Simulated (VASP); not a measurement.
# Ni (Fm-3m) in VASP: single point with PBE

Aim: the single point of Ni with PBE.

Program: VASP 6.6.1. These are calculated values, not measurements. Logs are shortened: lines on timing, memory, paths and dates and some standing lists are left out, and cuts for length are marked.

## (1) The cell of the first run

It takes space group Fm-3m (No. 225, cubic). Conventional cell: a = 3.518 Å, b = 3.518 Å, c = 3.518 Å, α = 90.00°, β = 90.00°, γ = 90.00°. Within 3.3 Å of Ni (site symmetry m-3m) lie 12 Ni at 2.49 Å.

## (2) Single point, PBE, collinear spin, ferromagnetic start

Input file INCAR:

```
SYSTEM = Ni
PREC = Accurate
ENCUT = 520
EDIFF = 1E-6
ISMEAR = 0
SIGMA = 0.05
LREAL = .FALSE.
LASPH = .TRUE.
NELM = 150
ALGO = Normal
ISIF = 2
LWAVE = .FALSE.
LCHARG = .TRUE.
ISPIN = 2
MAGMOM = 0.75
LORBIT = 11
LMAXMIX = 4
GGA = PE
LELF = .TRUE.
LVHAR = .TRUE.
NBANDS = 15
```

Input file KPOINTS:

```
regular mesh
0
G
  20 20 20
  0 0 0
```

Input file POSCAR:

```
Ni
1.0
    0.0000000000      1.7590244689      1.7590244689
    1.7590244689      0.0000000000      1.7590244689
    1.7590244689      1.7590244689      0.0000000000
Ni
1
Direct
    0.0000000000      0.0000000000      0.0000000000
```

Potentials or basis: VASP PAW PBE potentials, release 64 (Ni).

Command:

```console
$ cat potpaw_PBE.64/Ni/POTCAR > POTCAR
$ mpirun -np 1 vasp_std > vasp.out
```

OUTCAR:

```text
SYSTEM = Ni
   PREC = Accurate
   ENCUT = 520
   EDIFF = 1E-6
   ISMEAR = 0
   LREAL = .FALSE.
   LASPH = .TRUE.
   NELM = 150
   ISIF = 2
   ISPIN = 2
   LORBIT = 11
   GGA = PE

 ion  position               nearest neighbor table
   1  0.000  0.000  0.000-

  LATTYP: Found a face centered cubic cell.
 ALAT       =     3.5180489378

  Lattice vectors:

 A1 = (   0.0000000000,   1.7590244689,   1.7590244689)
 A2 = (   1.7590244689,   0.0000000000,   1.7590244689)
 A3 = (   1.7590244689,   1.7590244689,   0.0000000000)

Analysis of symmetry for initial positions (statically):
=====================================================================
 Subroutine PRICEL returns:
 Original cell was already a primitive cell.

 Routine SETGRP: Setting up the symmetry group for a
 face centered cubic supercell.

 Subroutine GETGRP returns: Found 48 space group operations
 (whereof 48 operations were pure point group operations)
 out of a pool of 48 trial point group operations.

The static configuration has the point symmetry O_h .

Analysis of symmetry for dynamics (positions and initial velocities):
=====================================================================
 Subroutine PRICEL returns:
 Original cell was already a primitive cell.

 Routine SETGRP: Setting up the symmetry group for a
 face centered cubic supercell.

 Subroutine GETGRP returns: Found 48 space group operations
 (whereof 48 operations were pure point group operations)
 out of a pool of 48 trial point group operations.

The dynamic configuration has the point symmetry O_h .

Analysis of structural, dynamic, and magnetic symmetry:
=====================================================================
 Subroutine PRICEL returns:
 Original cell was already a primitive cell.

 Routine SETGRP: Setting up the symmetry group for a
 face centered cubic supercell.

 Subroutine GETGRP returns: Found 48 space group operations
 (whereof 48 operations were pure point group operations)
 out of a pool of 48 trial point group operations.

The overall configuration has the point symmetry O_h .

 Subroutine INISYM returns: Found 48 space group operations
 (whereof 48 operations are pure point group operations),
 and found     1 'primitive' translations

----------------------------------------------------------------------------------------

                                     Primitive cell

  volume of cell :      10.8854

  direct lattice vectors                    reciprocal lattice vectors
     0.000000000  1.759024469  1.759024469    -0.284248462  0.284248462  0.284248462
     1.759024469  0.000000000  1.759024469     0.284248462 -0.284248462  0.284248462
     1.759024469  1.759024469  0.000000000     0.284248462  0.284248462 -0.284248462

  length of vectors
     2.487636260  2.487636260  2.487636260     0.492332778  0.492332778  0.492332778

  position of ions in fractional coordinates (direct lattice)
     0.000000000  0.000000000  0.000000000

  ion indices of the primitive-cell ions
   primitive index   ion index
                 1           1

----------------------------------------------------------------------------------------

 KPOINTS: regular mesh

Automatic generation of k-mesh.
 Grid dimensions read from file:
 generate k-points for:   20   20   20

 Generating k-lattice:

  Cartesian coordinates                     Fractional coordinates (reciprocal lattice)
    -0.014212423  0.014212423  0.014212423     0.050000000  0.000000000  0.000000000
     0.014212423 -0.014212423  0.014212423     0.000000000  0.050000000  0.000000000
     0.014212423  0.014212423 -0.014212423     0.000000000  0.000000000  0.050000000

  Length of vectors
     0.024616639  0.024616639  0.024616639

  Shift w.r.t. Gamma in fractional coordinates (k-lattice)
     0.000000000  0.000000000  0.000000000

 Subroutine IBZKPT returns following result:
 ===========================================

 Found    256 irreducible k-points:

 Following reciprocal coordinates:
            Coordinates               Weight
  0.000000  0.000000  0.000000      1.000000
  0.050000  0.000000  0.000000      8.000000
  0.100000  0.000000  0.000000      8.000000
  0.150000  0.000000  0.000000      8.000000
  0.200000  0.000000  0.000000      8.000000
  0.250000  0.000000  0.000000      8.000000
[... 16 lines left out ...]
 -0.400000  0.050000  0.000000     24.000000
 -0.350000  0.050000  0.000000     24.000000
 [... further k-points ...]
   k-points           NKPTS =    256   k-points in BZ     NKDIM =    256   number of bands    NBANDS=     15
   number of dos      NEDOS =    301   number of ions     NIONS =      1
   total plane-waves  NPLWV =   8000
   dimension x,y,z NGX =    20 NGY =   20 NGZ =   20
   dimension x,y,z NGXF=    40 NGYF=   40 NGZF=   40
   ions per type =               1
   NGX,Y,Z   is equivalent  to a cutoff of  13.37, 13.37, 13.37 a.u.
   NGXF,Y,Z  is equivalent  to a cutoff of  26.73, 26.73, 26.73 a.u.
 SYSTEM =  Ni
   PREC   = accura    normal or accurate (medium, high low for compatibility)
   ISTART =      0    job   : 0-new  1-cont  2-samecut
   ICHARG =      2    charge: 1-file 2-atom 10-const
   ISPIN  =      2    spin polarized calculation?
   LNONCOLLINEAR =      F non collinear calculations
   LSORBIT =      F    spin-orbit coupling
   LASPH  =      T    aspherical Exc in radial PAW
   ENCUT  =  520.0 eV  38.22 Ry    6.18 a.u.   4.63  4.63  4.63*2*pi/ulx,y,z
   NELM   =    150;   NELMIN=  2; NELMDL= -5     # of ELM steps
   EDIFF  = 0.1E-05   stopping-criterion for ELM
   LREAL  =      F    real-space projection
   EDIFFG = 0.1E-04   stopping-criterion for IOM
   NSW    =      0    number of steps for IOM
   IBRION =     -1    ionic relax: 0-MD 1-quasi-New 2-CG
   NFREE  =      0    steps in history (QN), initial steepest desc. (CG)
   ISIF   =      2    stress and relaxation
   ISYM   =      2    0-nonsym 1-usesym 2-fastsym
   POTIM  = 0.5000    time-step for ionic-motion
   TEBEG  =    0.0;   TEEND  =   0.0 temperature during run
   PSTRESS=    0.0 pullay stress
   NELECT =      10.0000    total number of electrons
   NUPDOWN=      -1.0000    fix difference up-down
   EMIN   =  10.00;   EMAX   =-10.00  energy-range for DOS
   EFERMI =   0.00;   METHOD = LEGACY
   ISMEAR =     0;   SIGMA  =   0.05  broadening in eV -4-tet -1-fermi 0-gaus
   EFERMI_NEDOS =   21; number of points for ismear=-14 and -15
   IALGO  =     38    algorithm
   IMIX   =      4    mixing-type and parameters
     AMIX     =   0.40;   BMIX     =  1.00
     AMIX_MAG =   1.60;   BMIX_MAG =  1.00
  volume/ion in A,a.u.               =      10.89        73.46
  Fermi-wavevector in a.u.,A,eV,Ry     =   1.591450  3.007404 34.459646  2.532713
  Thomas-Fermi vector in A             =   2.689988
   LORBIT       =     11    0 simple, 1 ext, 2 COOP (PROOUT), +10 PAW based schemes
   GGA     = PE    functional components
   LHFCALC =     F    Hartree Fock is set to
   AEXX    =    0.0000 exact exchange contribution
   IVDW    =     0    specifies the selected vdW correction
   LEPSILON=     F    determine dielectric tensor
   LRPA    =     F    only Hartree local field effects (RPA)
 spin polarized calculation
 Gauss-broadening in eV      SIGMA  =   0.05
  energy-cutoff  :      520.00
  volume of cell :       10.89
 maximum number of plane-waves:       305
   NGX =  9   NGY =  9   NGZ =  9

 number of electron      10.0000009 magnetization       0.6302446

 Free energy of the ion-electron system (eV)
  ---------------------------------------------------
  ext. energy  EPLUGINS =         0.00000000
  ---------------------------------------------------
  free energy    TOTEN  =        -5.47181893 eV

  energy without entropy =       -5.46961458  energy(sigma->0) =       -5.47071676

 E-fermi :   9.3761     XC(G=0): -13.2528

 val. band max:        9.3746726576   @ k =   0.3500   0.2000   0.0500
 cond. band min:       9.3783695901   @ k =   0.4000   0.2500   0.0000
 fundamental gap:      0.0036969325
 Fermi energy:         9.3761084907

 spin component 1

 k-point     1 :       0.0000    0.0000    0.0000
  band No.  band energies     occupation
      1       0.3633      1.00000
      2       6.9284      1.00000
      3       6.9284      1.00000
      4       6.9284      1.00000
      5       8.1096      1.00000
      6       8.1096      1.00000
      7      33.0903      0.00000
      8      36.9464      0.00000
      9      36.9464      0.00000
     10      36.9464      0.00000
     11      39.8806      0.00000
     12      39.8806      0.00000
     13      39.8806      0.00000
     14      42.8489      0.00000
     15      49.1389      0.00000
[... 397 lines left out ...]
 k-point    24 :      -0.3500    0.0500    0.0000
  band No.  band energies     occupation
      1       4.1881      1.00000
      2       7.0179      1.00000
      3       7.0728      1.00000
      4       7.1942      1.00000
      5       8.4372      1.00000
      6       8.7870      1.00000
      7      18.5047      0.00000
      8      31.0490      0.00000
      9      33.4141      0.00000
     10      35.2747      0.00000
     11      37.2555      0.00000
     12      39.0941      0.00000
     13      43.3151      0.00000
     14      49.9930      0.00000
     15      51.5751      0.00000

 [... further k-points ...]

 spin component 2

 k-point     1 :       0.0000    0.0000    0.0000
  band No.  band energies     occupation
      1       0.3268      1.00000
      2       7.6910      1.00000
      3       7.6910      1.00000
      4       7.6910      1.00000
      5       8.6951      1.00000
      6       8.6951      1.00000
      7      32.9242      0.00000
      8      36.9255      0.00000
      9      36.9255      0.00000
     10      36.9255      0.00000
     11      39.9817      0.00000
     12      39.9817      0.00000
     13      39.9817      0.00000
     14      42.7260      0.00000
     15      49.3384      0.00000
[... 397 lines left out ...]
 k-point    24 :      -0.3500    0.0500    0.0000
  band No.  band energies     occupation
      1       4.4043      1.00000
      2       7.5579      1.00000
      3       7.6673      1.00000
      4       7.7082      1.00000
      5       9.1720      1.00000
      6       9.4849      0.00105
      7      18.7500      0.00000
      8      31.0152      0.00000
      9      33.4126      0.00000
     10      35.3784      0.00000
     11      37.2828      0.00000
     12      39.1123      0.00000
     13      43.3771      0.00000
     14      50.0650      0.00000
     15      51.7942      0.00000

 [... further k-points ...]
[... 5 lines left out ...]
  --------------------------------------------------------------------------------------
  -------------------------------------------------------------------------------------
  Total       -0.0051265     -0.0051265     -0.0051265     -0.0000000     -0.0000000      0.0000000
  in kB       -0.7545474     -0.7545474     -0.7545474     -0.0000000     -0.0000000      0.0000000
  external PRESSURE =      -0.7545474 kB  Pullay stress =       0.0000000 kB

 VOLUME and BASIS-vectors are now :
 -----------------------------------------------------------------------------
  energy-cutoff  :      520.00
  volume of cell :       10.89
      direct lattice vectors                 reciprocal lattice vectors
     0.000000000  1.759024469  1.759024469    -0.284248462  0.284248462  0.284248462
     1.759024469  0.000000000  1.759024469     0.284248462 -0.284248462  0.284248462
     1.759024469  1.759024469  0.000000000     0.284248462  0.284248462 -0.284248462

 POSITION                                       TOTAL-FORCE (eV/Angst)
 -----------------------------------------------------------------------------------
      0.00000      0.00000      0.00000         0.000000      0.000000     -0.000000
 -----------------------------------------------------------------------------------
    total drift:                               -0.000000     -0.000000     -0.000000

  FREE ENERGIE OF THE ION-ELECTRON SYSTEM (eV)
  ---------------------------------------------------
  free  energy   TOTEN  =        -5.4718189325 eV

  energy  without entropy=       -5.4696145806  energy(sigma->0) =       -5.47071676

 total charge

# of ion       s       p       d       tot
------------------------------------------
    1        0.498   0.498   8.314   9.309

 magnetization (x)

# of ion       s       p       d       tot
------------------------------------------
    1       -0.007  -0.025   0.675   0.643
```

Run time: 2.8 min. Hardware: 1 thread of AMD EPYC 7R43 (Zen 3), shared host; peak memory 0.13 GiB.

Results:

| Item | Value |
| --- | --- |
| Free energy | -5.4718 eV |
| Pressure | -0.1 GPa |
| Net moment | 0.63 μB per cell |
| Site moments | Ni +0.64 μB |
| Valence electrons inside the program's atomic spheres | Ni 9.31 |

Levels at points of the mesh, in eV from the Fermi level:
Spin up:
| k point | band 1 | band 2 | band 3 | band 4 | band 5 | band 6 | band 7 | band 8 | band 9 | band 10 |
| --- | --- | --- | --- | --- | --- | --- | --- | --- | --- | --- |
| (0.00, 0.00, 0.00) | -9.01 | -2.45 | -2.45 | -2.45 | -1.27 | -1.27 | 23.71 | 27.57 | 27.57 | 27.57 |
| (0.50, 0.00, 0.00) | -4.84 | -2.43 | -2.43 | -0.62 | -0.62 | -0.30 | 5.65 | 22.21 | 24.66 | 24.66 |
| (0.50, 0.50, 0.00) | -4.65 | -4.21 | -0.56 | -0.49 | -0.49 | 2.44 | 9.21 | 14.81 | 14.81 | 19.71 |
Spin down:
| k point | band 2 | band 3 | band 4 | band 5 | band 6 | band 7 | band 8 | band 9 |
| --- | --- | --- | --- | --- | --- | --- | --- | --- |
| (0.00, 0.00, 0.00) | -1.69 | -1.69 | -1.69 | -0.68 | -0.68 | 23.55 | 27.55 | 27.55 |
| (0.50, 0.00, 0.00) | -1.81 | -1.81 | -0.36 | 0.15 | 0.15 | 6.08 | 22.06 | 24.74 |
| (0.50, 0.50, 0.00) | -3.58 | 0.05 | 0.38 | 0.38 | 2.40 | 9.45 | 14.82 | 14.82 |
